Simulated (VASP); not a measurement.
## CoO: single point with b88 exchange, lda correlation

CoO:

```xyz
2
Lattice="0.0000 2.1315 2.1315 2.1315 0.0000 2.1315 2.1315 2.1315 0.0000" Properties=species:S:1:pos:R:3 pbc="T T T"
Co    0.0000    0.0000    0.0000
O     2.1315    2.1315    2.1315
```

```json
{
  "Program": "VASP 6.6.1",
  "Task": "single point",
  "Functional": "b88 exchange, lda correlation",
  "Potentials or basis": "VASP PAW PBE potentials, release 64 (Co, O)",
  "Cutoff": "600 eV",
  "k mesh": "11 × 11 × 11",
  "Occupations": "fermi-dirac, width 0.02 eV",
  "Spin": "collinear spin, ferromagnetic start",
  "Starting moments": "[1.8, 0.0] μB",
  "Dipole correction": "no",
  "Further INCAR settings": "ALGO = Normal; EDIFF = 1e-06; NBANDS = 18"
}
```

```
Pressure                                              : 8.8 GPa
Net moment                                            : 2.70 μB per cell
Site moments                                          : Co +2.40; O +0.24 μB
Valence electrons inside the program's atomic spheres : Co 7.82; O 5.01
```

Levels at points of the mesh, in eV from the Fermi level:
Spin up:
```
           k point  band 7  band 8  band 9  band 10  band 11  band 12
(0.00, 0.00, 0.00)   -2.79   -2.79   -2.79     1.56    18.03    18.77
```
Spin down:
| k point | band 3 | band 4 | band 5 | band 6 | band 7 | band 8 | band 9 | band 10 |
| --- | --- | --- | --- | --- | --- | --- | --- | --- |
| (0.00, 0.00, 0.00) | -2.54 | -2.54 | -1.07 | -1.07 | -1.07 | 0.18 | 0.18 | 2.07 |

It took 48 s on 1 thread of AMD EPYC 7R13 Processor (Zen 3) (shared host), peak memory 0.14 GiB.

Caveat: the cell stands under pressure; the PAW data sets were made with another functional, which shifts forces and pressure a little; a cell with one magnetic atom can't hold antiferromagnetic order, which such compounds often take; semilocal functionals often make such compounds metallic where correlation or magnetic order opens a gap, which also shifts bond lengths.
